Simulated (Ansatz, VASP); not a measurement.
NaCl in VASP and in Ansatz

```
Na Cl
1.0
     2.86950    0.00000    0.00000
     0.00000    2.86950    0.00000
     0.00000    0.00000    2.86950
Na Cl
1 1
Direct
  0.00000 0.00000 0.00000
  0.50000 0.50000 0.50000
```

Change from the starting cell: volume scaled by 1.01, crystal datasets.

Alike in both runs: task electric field gradients; functional PBE; k mesh 8 × 8 × 8; occupations fermi-dirac, width 0.02 eV; no spin polarisation.

|  | VASP | Ansatz |
| --- | --- | --- |
| version | VASP 6.6.1 | Ansatz 0.2.0 |
| potentials or method | VASP PAW PBE potentials, release 64 (Na_pv, Cl), cutoff 400 eV | all-electron PAW with datasets made for the crystal, scalar-relativistic |

VASP gave:

| Property | Result |
| --- | --- |
| gap on the k mesh at the Fermi level (eV) | 4.45 |
| pressure (GPa) | 62.4 |

Problem. What did Ansatz give for the same quantities?

Solution. gap on the k mesh at the Fermi level (eV): 4.41; pressure (GPa): 62.4.

Both programs put the cell under a high pressure, so it lies far from rest at this level. Ansatz ran all-electron here, and VASP with PAW potentials.

Noted on VASP's run: the cell as given lies far from equilibrium.
